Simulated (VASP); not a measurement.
Write the native input for VASP 6.6.1 that does the following.

| Quantity | Value |
| --- | --- |
| Task | single point |
| Functional | PBE |
| Potentials or basis | VASP PAW PBE potentials, release 64 (Bi_d, Te) |
| Cutoff | 520 eV |
| k mesh | 12 × 12 × 12 |
| Occupations | gaussian, width 0.15 eV |
| Spin | no spin polarisation |
| Dipole correction | no |
| Further INCAR settings | ALGO = Normal; EDIFF = 1e-06; NBANDS = 18 |

The structure of BiTe lies in POSCAR:

```
BiTe
1.0
    2.3500265396      1.3567884553      3.2177731959
   -2.3500265396      1.3567884553      3.2177731959
    0.0000000000     -2.7135769105      3.2177731959
Bi Te
1 1
Direct
    0.5000000000      0.5000000000      0.5000000000
    0.0000000000      0.0000000000      0.0000000000
```

This cell differs from its parent crystal: strain -0.030 along x and y, -0.030 along z.

One way to write it, as run:

INCAR

```
SYSTEM = BiTe
PREC = Accurate ; ENCUT = 520
EDIFF = 1E-6 ; ISMEAR = 0
SIGMA = 0.15 ; LREAL = .FALSE.
LASPH = .TRUE. ; NELM = 100
ALGO = Normal ; ISIF = 2
LWAVE = .FALSE. ; LCHARG = .FALSE.
GGA = PE ; NBANDS = 18
```

KPOINTS

```
regular mesh
0
G
  12 12 12
  0 0 0
```

Potentials or basis: VASP PAW PBE potentials, release 64 (Bi_d, Te).

The run is started by

```bash
$ cat potpaw_PBE.64/Bi_d/POTCAR potpaw_PBE.64/Te/POTCAR > POTCAR
$ mpirun -np 1 vasp_std > vasp.out
```

Results of the run:

```json
{"Pressure": "5.3 GPa", "Band gap on the k mesh": "zero (an odd number of electrons rules out a gap without spin polarisation)"}
```

Caveat: the cell differs from its parent crystal (strain -0.030 along x and y, -0.030 along z); the cell stands under pressure; spin-orbit coupling is left out, which moves the levels of the heavy elements.

Wall time 72 s on 1 thread of Intel(R) Xeon(R) Platinum 8488C (Sapphire Rapids), with other jobs on the host, peak memory 0.33 GiB.
